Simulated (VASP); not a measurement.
# In in VASP: notebook, part 2 of 2

VASP 6.6.1. The steps go on from the part before.

## Step 3: Single point, PBEsol, collinear spin (the cell strained at random)

Contents of INCAR:

```
SYSTEM = In
  PREC = Accurate
  ENCUT = 520
  EDIFF = 1E-7
  ISMEAR = -1
  SIGMA = 0.15
  LREAL = .False.
  LASPH = .True.
  NELM = 150
  ALGO = Normal
  ISIF = 2
  LWAVE = .False.
  LCHARG = .True.
  ISPIN = 2
  MAGMOM = -0.32
  LORBIT = 11
  GGA = PS
  LELF = .True.
  LVHAR = .True.
  NBANDS = 16
```

Contents of KPOINTS:

```
Automatic mesh
0
Gamma
  10 10 10
  0 0 0
```

Contents of POSCAR:

```
In
1.0
   -1.8604890000      1.9164170000      1.8756800000
    1.8923730000     -1.9176160000      1.9087630000
    1.8229760000      1.8801030000     -1.8768790000
In
1
Direct
   -0.0313940000     -0.0240860000     -0.0073030000
```

Potentials or basis: VASP PAW PBE potentials, release 64 (In_d).

The run is started by

```sh
cat potpaw_PBE.64/In_d/POTCAR > POTCAR
mpirun -np 1 vasp_std > vasp.out
```

OUTCAR:

```text
SYSTEM = In
   PREC = Accurate
   ENCUT = 520
   EDIFF = 1E-7
   ISMEAR = -1
   LREAL = .False.
   LASPH = .True.
   NELM = 150
   ISIF = 2
   ISPIN = 2
   LORBIT = 11
   GGA = PS

 ion  position               nearest neighbor table
   1  0.969  0.976  0.993-

  LATTYP: Found a triclinic cell.
 ALAT       =     8.3750627467
 B/A-ratio  =     0.6278657874
 C/A-ratio  =     0.3942385613
 COS(alpha) =     0.0070624987
 COS(beta)  =     0.2679268006
 COS(gamma) =     0.9476659611

  Lattice vectors:

 A1 = (  -3.6515810000,   0.0351150000,   7.5370020000)
 A2 = (  -3.6834650000,   0.0363140000,   3.7525590000)
 A3 = (   1.8923730000,  -1.9176160000,   1.9087630000)

Analysis of symmetry for initial positions (statically):
=====================================================================
 Subroutine PRICEL returns:
 Original cell was already a primitive cell.

 Routine SETGRP: Setting up the symmetry group for a
 triclinic supercell.

 Subroutine GETGRP returns: Found  2 space group operations
 (whereof  1 operations were pure point group operations)
 out of a pool of  2 trial point group operations.

The static configuration has the point symmetry C_1 .
 The point group associated with its full space group is S_2 .

Analysis of symmetry for dynamics (positions and initial velocities):
=====================================================================
 Subroutine PRICEL returns:
 Original cell was already a primitive cell.

 Routine SETGRP: Setting up the symmetry group for a
 triclinic supercell.

 Subroutine GETGRP returns: Found  2 space group operations
 (whereof  1 operations were pure point group operations)
 out of a pool of  2 trial point group operations.

The dynamic configuration has the point symmetry C_1 .
 The point group associated with its full space group is S_2 .

Analysis of structural, dynamic, and magnetic symmetry:
=====================================================================
 Subroutine PRICEL returns:
 Original cell was already a primitive cell.

 Routine SETGRP: Setting up the symmetry group for a
 triclinic supercell.

 Subroutine GETGRP returns: Found  2 space group operations
 (whereof  1 operations were pure point group operations)
 out of a pool of  2 trial point group operations.

The overall configuration has the point symmetry C_1 .
 The point group associated with its full space group is S_2 .

 Subroutine INISYM returns: Found  2 space group operations
 (whereof  1 operations are pure point group operations),
 and found     1 'primitive' translations

----------------------------------------------------------------------------------------

                                     Primitive cell

  volume of cell :      26.6859

  direct lattice vectors                    reciprocal lattice vectors
    -1.860489000  1.916417000  1.875680000     0.000392048  0.263486463  0.264319854
     1.892373000 -1.917616000  1.908763000     0.266932852  0.002720275  0.261991626
     1.822976000  1.880103000 -1.876879000     0.271859245  0.266084628 -0.002206117

  length of vectors
     3.263778317  3.301772688  3.221909925     0.373216097  0.374032297  0.380412073

  position of ions in fractional coordinates (direct lattice)
     0.968606000  0.975914000  0.992697000

  ion indices of the primitive-cell ions
[... 61 lines left out ...]
   ions per type =               1
   NGX,Y,Z   is equivalent  to a cutoff of  12.22, 14.10, 12.38 a.u.
   NGXF,Y,Z  is equivalent  to a cutoff of  24.45, 28.20, 24.77 a.u.
 SYSTEM =  In
   PREC   = accura    normal or accurate (medium, high low for compatibility)
   ISTART =      0    job   : 0-new  1-cont  2-samecut
   ICHARG =      2    charge: 1-file 2-atom 10-const
   ISPIN  =      2    spin polarized calculation?
   LNONCOLLINEAR =      F non collinear calculations
   LSORBIT =      F    spin-orbit coupling
   LASPH  =      T    aspherical Exc in radial PAW
   ENCUT  =  520.0 eV  38.22 Ry    6.18 a.u.   6.07  6.14  5.99*2*pi/ulx,y,z
   NELM   =    150;   NELMIN=  2; NELMDL= -5     # of ELM steps
   EDIFF  = 0.1E-06   stopping-criterion for ELM
   LREAL  =      F    real-space projection
   EDIFFG = 0.1E-05   stopping-criterion for IOM
   NSW    =      0    number of steps for IOM
   IBRION =     -1    ionic relax: 0-MD 1-quasi-New 2-CG
   NFREE  =      0    steps in history (QN), initial steepest desc. (CG)
   ISIF   =      2    stress and relaxation
   ISYM   =      2    0-nonsym 1-usesym 2-fastsym
   POTIM  = 0.5000    time-step for ionic-motion
   TEBEG  =    0.0;   TEEND  =   0.0 temperature during run
   PSTRESS=    0.0 pullay stress
   NELECT =      13.0000    total number of electrons
   NUPDOWN=      -1.0000    fix difference up-down
   EMIN   =  10.00;   EMAX   =-10.00  energy-range for DOS
   EFERMI =   0.00;   METHOD = LEGACY
   ISMEAR =    -1;   SIGMA  =   0.15  broadening in eV -4-tet -1-fermi 0-gaus
   EFERMI_NEDOS =   21; number of points for ismear=-14 and -15
   IALGO  =     38    algorithm
   IMIX   =      4    mixing-type and parameters
     AMIX     =   0.40;   BMIX     =  1.00
     AMIX_MAG =   1.60;   BMIX_MAG =  1.00
  volume/ion in A,a.u.               =      26.69       180.09
  Fermi-wavevector in a.u.,A,eV,Ry     =   1.288136  2.434224 22.576076  1.659295
  Thomas-Fermi vector in A             =   2.420108
   LORBIT       =     11    0 simple, 1 ext, 2 COOP (PROOUT), +10 PAW based schemes
   GGA     = PS    functional components
   LHFCALC =     F    Hartree Fock is set to
   AEXX    =    0.0000 exact exchange contribution
   IVDW    =     0    specifies the selected vdW correction
   LEPSILON=     F    determine dielectric tensor
   LRPA    =     F    only Hartree local field effects (RPA)
 spin polarized calculation
  energy-cutoff  :      520.00
  volume of cell :       26.69
 maximum number of plane-waves:       733
   NGX = 13   NGY = 13   NGZ = 11

 number of electron      13.0000000 magnetization      -0.0000189

 number of electron      13.0000000 magnetization       0.0000304

 Free energy of the ion-electron system (eV)
  ---------------------------------------------------
  ext. energy  EPLUGINS =         0.00000000
  ---------------------------------------------------
  free energy    TOTEN  =        -2.98847048 eV

  energy without entropy =       -2.95544048  energy(sigma->0) =       -2.97195548

 E-fermi :   7.0698     XC(G=0): -10.3128

 val. band max:        7.0656528496   @ k =  -0.3000   0.1000   0.5000
 cond. band min:       7.0891357692   @ k =   0.2000   0.0000   0.3000
 fundamental gap:      0.0234829196
 Fermi energy:         7.0698210981

 spin component 1

 k-point     1 :       0.0000    0.0000    0.0000
  band No.  band energies     occupation
      1      -7.4642      1.00000
      2      -7.4313      1.00000
      3      -7.4138      1.00000
      4      -7.1760      1.00000
      5      -7.1607      1.00000
      6      -2.2909      1.00000
[... 435 lines left out ...]
      5      -7.1685      1.00000
      6      -0.6931      1.00000
[... 8 lines left out ...]
     15      25.8276      0.00000
     16      28.9266      0.00000

 [... further k-points ...]

 spin component 2

 k-point     1 :       0.0000    0.0000    0.0000
  band No.  band energies     occupation
      1      -7.4642      1.00000
      2      -7.4313      1.00000
      3      -7.4138      1.00000
      4      -7.1760      1.00000
      5      -7.1607      1.00000
      6      -2.2909      1.00000
[... 435 lines left out ...]
      5      -7.1685      1.00000
      6      -0.6931      1.00000
[... 8 lines left out ...]
     15      25.8276      0.00000
     16      28.9266      0.00000

 [... further k-points ...]

------------------------ aborting loop because EDIFF is reached ----------------------------------------

  FORCE on cell =-STRESS in cart. coord.  units (eV):
  Direction    XX          YY          ZZ          XY          YZ          ZX
  --------------------------------------------------------------------------------------
  -------------------------------------------------------------------------------------
  Total       -0.2032116     -0.2367159     -0.2319568      0.0554661      0.0022914     -0.0453899
  in kB      -12.2004683    -14.2120091    -13.9262843      3.3300856      0.1375694     -2.7251327
  external PRESSURE =     -13.4462539 kB  Pullay stress =       0.0000000 kB

 VOLUME and BASIS-vectors are now :
 -----------------------------------------------------------------------------
  energy-cutoff  :      520.00
  volume of cell :       26.69
      direct lattice vectors                 reciprocal lattice vectors
    -1.860489000  1.916417000  1.875680000     0.000392048  0.263486463  0.264319854
     1.892373000 -1.917616000  1.908763000     0.266932852  0.002720275  0.261991626
     1.822976000  1.880103000 -1.876879000     0.271859245  0.266084628 -0.002206117

 POSITION                                       TOTAL-FORCE (eV/Angst)
 -----------------------------------------------------------------------------------
      1.85438      1.85120      1.81641         0.000000      0.000000     -0.000000
 -----------------------------------------------------------------------------------
    total drift:                                0.000025     -0.000005      0.000022

  FREE ENERGIE OF THE ION-ELECTRON SYSTEM (eV)
  ---------------------------------------------------
  free  energy   TOTEN  =        -2.9884704804 eV

  energy  without entropy=       -2.9554404782  energy(sigma->0) =       -2.97195548

 total charge

# of ion       s       p       d       tot
------------------------------------------
    1        1.004   0.478   9.848  11.330

 magnetization (x)

# of ion       s       p       d       tot
------------------------------------------
    1        0.000   0.000   0.000   0.000
```

stdout:

```text
POSCAR found type information on POSCAR In
 POSCAR found :  1 types and       1 ions
 scaLAPACK will be used
 -----------------------------------------------------------------------------
|                                                                             |
|                                                                             |
|     You enforced a specific xc type in the INCAR file but a different       |
|     I HOPE YOU KNOW WHAT YOU ARE DOING!                                     |
|                                                                             |
 -----------------------------------------------------------------------------

 LDA part: xc-table for (Slater+PW92), standard interpolation
 POSCAR, INCAR and KPOINTS ok, starting setup
 FFT: planning ... GRIDC
 FFT: planning ... GRID_SOFT
 FFT: planning ... GRID
 WAVECAR not read
 entering main loop
```

Wall time 2.4 min (1 thread of Intel Xeon 6975P-C (Granite Rapids), shared host); peak memory 0.37 GiB.

Results:

* Free energy: -2.9885 eV
* Pressure: -1.3 GPa
* Net moment: 0.00 μB per cell
* Valence electrons inside the program's atomic spheres: In 11.33

Levels at points of the mesh, in eV from the Fermi level:
Spin up:
| k point | band 2 | band 3 | band 4 | band 5 | band 6 | band 7 | band 8 | band 9 | band 10 | band 11 |
| --- | --- | --- | --- | --- | --- | --- | --- | --- | --- | --- |
| (0.00, 0.00, 0.00) | -14.50 | -14.48 | -14.25 | -14.23 | -9.36 | 10.68 | 10.84 | 11.17 | 12.84 | 13.01 |
| (0.50, 0.00, 0.00) | -14.54 | -14.26 | -14.25 | -14.07 | -3.97 | -3.10 | 5.97 | 7.65 | 9.90 | 10.71 |
| (0.00, 0.50, 0.00) | -14.55 | -14.25 | -14.23 | -14.08 | -3.95 | -3.08 | 5.86 | 7.26 | 9.83 | 10.27 |
| (0.50, 0.50, 0.00) | -14.55 | -14.25 | -14.23 | -14.08 | -4.00 | -3.10 | 5.94 | 7.32 | 9.93 | 10.30 |
| (0.00, 0.00, 0.50) | -14.54 | -14.26 | -14.24 | -14.06 | -3.67 | -2.98 | 5.64 | 7.18 | 9.70 | 10.08 |
| (0.50, 0.00, 0.50) | -14.54 | -14.26 | -14.24 | -14.06 | -3.67 | -2.98 | 5.61 | 7.14 | 9.63 | 10.08 |
| (0.00, 0.50, 0.50) | -14.54 | -14.26 | -14.25 | -14.07 | -3.97 | -3.10 | 6.08 | 7.56 | 10.28 | 10.35 |
| (0.50, 0.50, 0.50) | -14.61 | -14.13 | -14.11 | -14.09 | 0.92 | 1.13 | 1.20 | 1.61 | 5.20 | 5.45 |
Spin down:
| k point | band 3 | band 4 | band 5 | band 6 | band 7 | band 8 | band 9 | band 10 |
| --- | --- | --- | --- | --- | --- | --- | --- | --- |
| (0.00, 0.00, 0.00) | -14.48 | -14.25 | -14.23 | -9.36 | 10.68 | 10.84 | 11.17 | 12.84 |
| (0.50, 0.00, 0.00) | -14.26 | -14.25 | -14.07 | -3.97 | -3.10 | 5.97 | 7.65 | 9.90 |
| (0.00, 0.50, 0.00) | -14.25 | -14.23 | -14.08 | -3.95 | -3.08 | 5.86 | 7.26 | 9.83 |
| (0.50, 0.50, 0.00) | -14.25 | -14.23 | -14.08 | -4.00 | -3.10 | 5.94 | 7.32 | 9.93 |
| (0.00, 0.00, 0.50) | -14.26 | -14.24 | -14.06 | -3.67 | -2.98 | 5.64 | 7.18 | 9.70 |
| (0.50, 0.00, 0.50) | -14.26 | -14.24 | -14.06 | -3.67 | -2.98 | 5.61 | 7.14 | 9.63 |
| (0.00, 0.50, 0.50) | -14.26 | -14.25 | -14.07 | -3.97 | -3.10 | 6.08 | 7.56 | 10.28 |
| (0.50, 0.50, 0.50) | -14.13 | -14.11 | -14.09 | 0.92 | 1.13 | 1.20 | 1.61 | 5.20 |

Caveat: the cell differs from its parent crystal (the cell strained at random); the PAW data sets were made with another functional, which shifts forces and pressure a little; spin-orbit coupling is left out, which moves the levels of the heavy elements.

## Step 4: Single point, PBE+D4, non-collinear spin, zero start, spin-orbit coupling

Contents of INCAR:

```
SYSTEM = In
PREC     = Accurate       ! precision mode
ENCUT    = 500            ! plane-wave cutoff, eV
EDIFF    = 1E-6           ! SCF threshold, eV
ISMEAR   = -1             ! smearing method
SIGMA    = 0.01           ! smearing width, eV
LREAL    = .FALSE.        ! projectors in reciprocal space
LASPH    = .TRUE.         ! aspherical terms in the spheres
NELM     = 200            ! most SCF steps
ALGO     = Normal         ! electronic algorithm
ISIF     = 2              ! what is computed and relaxed
LWAVE    = .FALSE.        ! write WAVECAR
LCHARG   = .TRUE.         ! write CHGCAR
MAGMOM   = 0 0 0          ! initial moments
LORBIT   = 11             ! projections on sites
LSORBIT  = .TRUE.         ! spin-orbit coupling
GGA_COMPAT= .FALSE.      
LORBMOM  = .TRUE.       
GGA      = PE             ! functional
IVDW     = 13             ! dispersion correction
LVHAR    = .TRUE.       
NBANDS   = 24             ! bands
```

Contents of KPOINTS:

```
Automatic mesh
0
G
  10 10 10
  0 0 0
```

Contents of POSCAR:

```
In
1.0
   -1.8825252400      1.8825252400      1.8825252400
    1.8825252400     -1.8825252400      1.8825252400
    1.8825252400      1.8825252400     -1.8825252400
In
1
Direct
    0.0000000000      0.0000000000      0.0000000000
```

Potentials or basis: VASP PAW PBE potentials, release 64 (In_d).

The run is started by

```sh
cat potpaw_PBE.64/In_d/POTCAR > POTCAR
mpirun -np 1 vasp_ncl > vasp.out
```

OUTCAR:

```text
SYSTEM = In
   PREC = Accurate
   ENCUT = 500
   EDIFF = 1E-6
   ISMEAR = -1
   LREAL = .FALSE.
   LASPH = .TRUE.
   NELM = 200
   ISIF = 2
   LORBIT = 11
   LSORBIT = .TRUE.
   GGA = PE
   IVDW = 13

 ion  position               nearest neighbor table
   1  0.000  0.000  0.000-

  LATTYP: Found a body centered cubic cell.
 ALAT       =     3.7650504800

  Lattice vectors:

 A1 = (  -1.8825252400,   1.8825252400,   1.8825252400)
 A2 = (   1.8825252400,  -1.8825252400,   1.8825252400)
 A3 = (   1.8825252400,   1.8825252400,  -1.8825252400)

Analysis of symmetry for initial positions (statically):
=====================================================================
 Subroutine PRICEL returns:
 Original cell was already a primitive cell.

 Routine SETGRP: Setting up the symmetry group for a
 body centered cubic supercell.

 Subroutine GETGRP returns: Found 48 space group operations
 (whereof 48 operations were pure point group operations)
 out of a pool of 48 trial point group operations.

The static configuration has the point symmetry O_h .

Analysis of symmetry for dynamics (positions and initial velocities):
=====================================================================
 Subroutine PRICEL returns:
 Original cell was already a primitive cell.

 Routine SETGRP: Setting up the symmetry group for a
 body centered cubic supercell.

 Subroutine GETGRP returns: Found 48 space group operations
[... 854 lines left out ...]

 orbital moment (x)

 # of ion     p       d       tot
 ----------------------------------------
  1         0.000   0.000   0.000
 ----------------------------------------
            0.000   0.000   0.000

 orbital moment (y)

 # of ion     p       d       tot
 ----------------------------------------
  1         0.000   0.000   0.000
 ----------------------------------------
            0.000   0.000   0.000

 orbital moment (z)

 # of ion     p       d       tot
 ----------------------------------------
  1         0.000   0.000   0.000
 ----------------------------------------
            0.000   0.000   0.000

 Spin-Orbit-Coupling matrix elements

 Ion:    1  E_soc:     -0.0691661
 l=   1
     0.0000000    -0.0051862    -0.0051862
    -0.0051862     0.0000000    -0.0051862
    -0.0051862    -0.0051862     0.0000000
 l=   2
     0.0000000    -0.0012552     0.0000000    -0.0012552    -0.0050863
    -0.0012552     0.0000000    -0.0038148    -0.0012552    -0.0012716
     0.0000000    -0.0038148     0.0000000    -0.0038148     0.0000000
    -0.0012552    -0.0012552    -0.0038148     0.0000000    -0.0012716
    -0.0050863    -0.0012716     0.0000000    -0.0012716     0.0000000
 l=   3
     0.0000000     0.0000000     0.0000000     0.0000000     0.0000000     0.0000000     0.0000000
     0.0000000     0.0000000     0.0000000     0.0000000     0.0000000     0.0000000     0.0000000
     0.0000000     0.0000000     0.0000000     0.0000000     0.0000000     0.0000000     0.0000000
     0.0000000     0.0000000     0.0000000     0.0000000     0.0000000     0.0000000     0.0000000
     0.0000000     0.0000000     0.0000000     0.0000000     0.0000000     0.0000000     0.0000000
     0.0000000     0.0000000     0.0000000     0.0000000     0.0000000     0.0000000     0.0000000
     0.0000000     0.0000000     0.0000000     0.0000000     0.0000000     0.0000000     0.0000000

 total charge

# of ion       s       p       d       tot
------------------------------------------
    1        1.012   0.477   9.848  11.337

 magnetization (x)

# of ion       s       p       d       tot
------------------------------------------
    1        0.000   0.000   0.000   0.000

 magnetization (y)

# of ion       s       p       d       tot
------------------------------------------
    1       -0.000   0.000   0.000   0.000

 magnetization (z)

# of ion       s       p       d       tot
------------------------------------------
    1       -0.000   0.000  -0.000  -0.000
```

stdout:

```text
POSCAR found type information on POSCAR In
 POSCAR found :  1 types and       1 ions
 scaLAPACK will be used
 LDA part: xc-table for (Slater+PW92), standard interpolation
 POSCAR, INCAR and KPOINTS ok, starting setup
 FFT: planning ... GRIDC
 FFT: planning ... GRID_SOFT
 FFT: planning ... GRID
 WAVECAR not read
 entering main loop
```

It took 54 s on 1 thread of Intel Xeon Platinum 8259CL at 2.50GHz (Skylake/Cascade Lake), shared host; peak memory 0.21 GiB.

Results:

- Free energy: -2.9323 eV
- Pressure: -0.4 GPa
- Net moment: 0.00 μB per cell
- Valence electrons inside the program's atomic spheres: In 11.34
- Dispersion energy per atom: -0.350 eV

Moments on the atoms (μB; x, y, z):
```
In  0.00 0.00 0.00
```

## Step 5: Summary

| level | spin | cell | cutoff (eV) | smearing | gap on the mesh (eV) | pressure (GPa) | moment (μB) |
| --- | --- | --- | --- | --- | --- | --- | --- |
| PBE | off | a = 3.257, b = 3.280, c = 3.309 Å, angles 111.8, 110.2, 107.9°, 1 atom | 520 | fermi-dirac 0.05 eV | none | 1.5 | - |
| PBEsol | collinear | a = 3.264, b = 3.302, c = 3.222 Å, angles 110.6, 108.3, 109.6°, 1 atom | 520 | fermi-dirac 0.15 eV | none | -1.3 | 0.00 |
| PBE+D4 | non-collinear, zero start, SOC | a = 3.261 Å, angles 109.5°, 1 atom | 500 | fermi-dirac 0.01 eV | - | -0.4 | 0.00 |

Alike in all rows: task single point; potentials or basis VASP PAW PBE potentials, release 64 (In_d); k mesh 10 × 10 × 10.

Caveats: spin-orbit coupling is left out, which moves the levels of the heavy elements (at least some runs); the PAW data sets were made with another functional, which shifts forces and pressure a little (at least some runs).

Absolute energies hang on the potentials; compare differences alone.
